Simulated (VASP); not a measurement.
Here is a VASP 6.6.1 calculation.

Contents of INCAR:

```
SYSTEM = Pt
ALGO = Normal
EDIFF = 1E-6
ENCUT = 520
ISIF = 2
ISMEAR = 0
ISPIN = 2
LASPH = .TRUE.
LCHARG = .FALSE.
LMAXMIX = 4
LORBIT = 11
LREAL = .FALSE.
LWAVE = .FALSE.
MAGMOM = 0.3 0.3
NBANDS = 21
NELM = 150
NUPDOWN = 0.6
PREC = Accurate
SIGMA = 0.15
```

File KPOINTS:

```
k-points
0
G
  21 21 10
  0 0 0
```

File POSCAR:

```
Pt
1.0
    2.6244633715      0.0000000000      0.0000000000
   -1.3122316858      2.2728519510      0.0000000000
    0.0000000000      0.0000000000      4.5317559673
Pt
2
Direct
    0.6666666667      0.3333333333      0.7500000000
    0.3333333333      0.6666666667      0.2500000000
```

Potentials or basis: VASP PAW LDA potentials, release 64 (Pt).

Run with:

```sh
$ cat potpaw_LDA.64/Pt/POTCAR > POTCAR
$ mpirun -np 1 vasp_std > vasp.out
```

(1) Predict the pressure.

## Answers

(1) 38.6 GPa.

Caveat: the cell stands under pressure; the total moment is fixed, so each spin has its own Fermi level.
